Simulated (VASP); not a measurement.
A run of VASP 6.6.1 is set up as follows.

INCAR

```
SYSTEM = KCl
  ALGO = Normal
  EDIFF = 1E-6
  ENCUT = 520
  GGA = PE
  ISIF = 2
  ISMEAR = 0
  LASPH = .True.
  LCHARG = .True.
  LELF = .True.
  LREAL = .False.
  LVHAR = .True.
  LWAVE = .False.
  NBANDS = 15
  NELM = 60
  PREC = Accurate
  SIGMA = 0.05
```

Contents of KPOINTS:

```
k-points
0
Gamma
  6 6 6
  0 0 0
```

The input POSCAR:

```
KCl
1.0
    0.0000000000      3.2507830000      3.1561000000
    3.2507830000      0.0000000000      3.1561000000
    3.2507830000      3.2507830000      0.0000000000
K Cl
1 1
Direct
    0.0000000000      0.0000000000      0.0000000000
    0.5000000000      0.5000000000      0.5000000000
```

Potentials or basis: VASP PAW PBE potentials, release 64 (K_sv, Cl).

The run is started by

```bash
$ cat potpaw_PBE.64/K_sv/POTCAR potpaw_PBE.64/Cl/POTCAR > POTCAR
$ mpirun -np 1 vasp_std > vasp.out
```

(1) Estimate the pressure.

(2) Predict the band gap on the k mesh.

## Answers

(1) -0.4 GPa.

(2) 4.95 eV, direct.

Caveat: the cell differs from its parent crystal (strain +0.0300 x Voigt [1, 1, 0, 0, 0, 0]).
